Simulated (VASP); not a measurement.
Input of a VASP 6.6.1 run:

POSCAR

```
C
1.0
    0.0000000000      1.6751774835      2.0102129802
    1.6751774835      0.0000000000      2.0102129802
    1.6751774835      1.6751774835      0.0000000000
C
2
Direct
    0.5000000000      0.5000000000      0.5000000000
    0.7500000000      0.7500000000      0.7500000000
```

The input INCAR.step1:

```
SYSTEM = C
PREC = Accurate ; ENCUT = 520
ISMEAR = 0 ; SIGMA = 0.05
LREAL = .FALSE. ; LASPH = .TRUE.
NELM = 60 ; NBANDS = 11
GGA = PE ; ALGO = Normal
EDIFF = 1E-4 ; LWAVE = .TRUE.
LCHARG = .FALSE.
```

File INCAR.step2:

```
SYSTEM = C
PREC = Accurate ; ENCUT = 520
EDIFF = 1E-7 ; ISMEAR = 0
SIGMA = 0.05 ; LREAL = .FALSE.
LASPH = .TRUE. ; NELM = 60
ALGO = Normal ; ISIF = 2
LWAVE = .FALSE. ; LCHARG = .FALSE.
METAGGA = R2SCAN ; LMIXTAU = .TRUE.
NBANDS = 11 ; ISTART = 1
```

KPOINTS

```
regular mesh
0
G
  12 12 12
  0 0 0
```

Potentials or basis: VASP PAW PBE potentials, release 64 (C).

Run with:

```sh
$ cat potpaw_PBE.64/C/POTCAR > POTCAR
$ cp INCAR.step1 INCAR
$ mpirun -np 1 vasp_std > vasp.out
$ cp INCAR.step2 INCAR
$ mpirun -np 1 vasp_std > vasp.out
```

Question: What does it give for the band gap on the k mesh?

Answer: 1.97 eV, indirect (least direct gap 4.20 eV).

Question: What does it give for the pressure?

Answer: 2.9 GPa.

Stress tensor (GPa, compression positive):
```
  73.55    0.00    0.00
   0.00   73.55    0.00
   0.00    0.00 -138.33
```

Caveat: the PAW data sets were made with another functional, which shifts forces and pressure a little. A k mesh can miss the band edges.
